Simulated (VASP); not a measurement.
Wanted: the native input for a VASP 6.6.1 run.

* Task: single point
* Functional: PBE
* Potentials or basis: VASP PAW PBE potentials, release 64 (Tc_pv)
* Cutoff: 520 eV
* k mesh: 14 × 14 × 14
* Occupations: gaussian, width 0.05 eV
* Spin: no spin polarisation
* Dipole correction: no
* Further INCAR settings: ALGO = Normal; EDIFF = 1e-06; NBANDS = 12

The structure of Tc lies in POSCAR:

```
Tc
1.0
    0.0000000000      1.9500000000      1.9500000000
    1.9500000000      0.0000000000      1.9500000000
    1.9500000000      1.9500000000      0.0000000000
Tc
1
Direct
    0.0000000000      0.0000000000      0.0000000000
```

These files were run (other wordings do the same):

INCAR

```
ALGO = Normal
EDIFF = 1E-6
ENCUT = 520
GGA = PE
ISIF = 2
ISMEAR = 0
LASPH = T
LCHARG = T
LELF = T
LREAL = F
LVHAR = T
LWAVE = F
NBANDS = 12
NELM = 60
PREC = Accurate
SIGMA = 0.05
```

KPOINTS

```
k-points
0
Gamma
  14 14 14
```

Potentials or basis: VASP PAW PBE potentials, release 64 (Tc_pv).

Command:

```bash
$ cat potpaw_PBE.64/Tc_pv/POTCAR > POTCAR
$ mpirun -np 1 vasp_std > vasp.out
```

Results of the run:

| Item | Value |
| --- | --- |
| Pressure | -6.8 GPa |

Run time: 23 s on 1 thread of Intel(R) Xeon(R) Platinum 8259CL CPU @ 2.50GHz (Skylake/Cascade Lake) (shared host), peak memory 0.15 GiB.
